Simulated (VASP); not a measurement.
# CaS: relaxation of cell and atoms with LDA

CaS:

```xyz
2
Lattice="0.0000 2.8250 2.8250 2.8250 0.0000 2.8250 2.8250 2.8250 0.0000" Properties=species:S:1:pos:R:3 pbc="T T T"
Ca    0.0000    0.0000    0.0000
S     2.8250    2.8250    2.8250
```

* Program: VASP 6.6.1
* Task: relaxation of cell and atoms
* Functional: LDA
* Potentials or basis: VASP PAW LDA potentials, release 64 (Ca_sv, S)
* Cutoff: 500 eV
* k mesh: 8 × 8 × 8
* Occupations: gaussian, width 0.02 eV
* Spin: no spin polarisation
* Dipole correction: no
* Further INCAR settings: ALGO = Normal; EDIFF = 1e-07; IBRION = 2; EDIFFG = -0.002; NSW = 100; ISIF = 3

```json
{"Relaxed volume": "21.61 Å³/atom", "Relaxed cell": "a = 3.939 Å, b = 3.939 Å, c = 3.939 Å, α = 60.00°, β = 60.00°, γ = 60.00°", "Space group after relaxing (to 0.1 Å)": "Fm-3m (No. 225)", "Energy gained by relaxing": "7.9 meV/atom", "Ionic steps": "3", "Pressure after relaxing": "0.0 GPa", "Band gap on the k mesh": "1.97 eV (least direct gap 2.84 eV)"}
```

The path:
| step | energy change (eV) | largest force (eV/Å) | pressure (GPa) | volume (Å³) |
| --- | --- | --- | --- | --- |
| 1 | 0.0000 | 0.0000 | -2.61 | 45.09 |
| 2 | -0.0145 | 0.0000 | 0.80 | 42.73 |
| 3 | -0.0157 | 0.0000 | 0.00 | 43.23 |

Final structure:
```
CELL_PARAMETERS angstrom
0.00000 2.78556 2.78556
2.78556 0.00000 2.78556
2.78556 2.78556 0.00000
ATOMIC_POSITIONS crystal
Ca 0.00000 0.00000 0.00000
S 0.50000 0.50000 0.50000
```

Levels at points of the mesh, in eV from the valence-band top:
| k point | band 6 | band 7 | band 8 | band 9 | band 10 | band 11 |
| --- | --- | --- | --- | --- | --- | --- |
| (0.00, 0.00, 0.00) | 0.00 | 0.00 | 0.00 | 3.94 | 3.94 | 3.94 |
| (0.50, 0.00, 0.00) | -3.42 | -1.34 | -1.34 | 5.15 | 6.10 | 6.21 |
| (0.50, 0.50, 0.00) | -2.45 | -0.87 | -0.87 | 1.97 | 5.58 | 6.10 |

Run time: 27 s on 1 thread of Intel(R) Xeon(R) Platinum 8375C CPU @ 2.90GHz (Ice Lake), on a shared host, peak memory 0.16 GiB.

A k mesh can miss the band edges.
